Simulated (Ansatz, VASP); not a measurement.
Two plane-wave programs on Sc2Al

```
Sc Al
1.0
     4.89261    0.00000    0.00000
    -2.44631    4.23713    0.00000
     0.00000    0.00000    6.16142
Sc Al
4 2
Direct
  0.00000 0.00000 0.00000
  0.00000 0.00000 0.50000
  0.33333 0.66667 0.75000
  0.66667 0.33333 0.25000
  0.33333 0.66667 0.25000
  0.66667 0.33333 0.75000
```

Alike in both runs: task single point; functional LDA; k mesh 6 × 6 × 4; occupations fermi-dirac, width 0.1 eV; no spin polarisation.

|  | VASP | Ansatz |
| --- | --- | --- |
| version | VASP 6.6.1 | Ansatz 0.2.0 |
| potentials or method | VASP PAW LDA potentials, release 64 (Sc_sv, Al), cutoff 520 eV | plane waves, PAW |
| valence electrons in the cell | 50 | 50 |

|  | VASP | Ansatz | Ansatz less VASP |
| --- | --- | --- | --- |
| pressure (GPa) | -4.4 | -4.5 | -0.13 |
| traceless stress, the component that is largest in VASP (GPa) | 0.06 | 0.09 | +0.023 |

LDA's correlation is that of Perdew and Zunger in VASP and of Perdew and Wang (1992) in Ansatz. Ansatz's warnings: stress scf threshold loose.
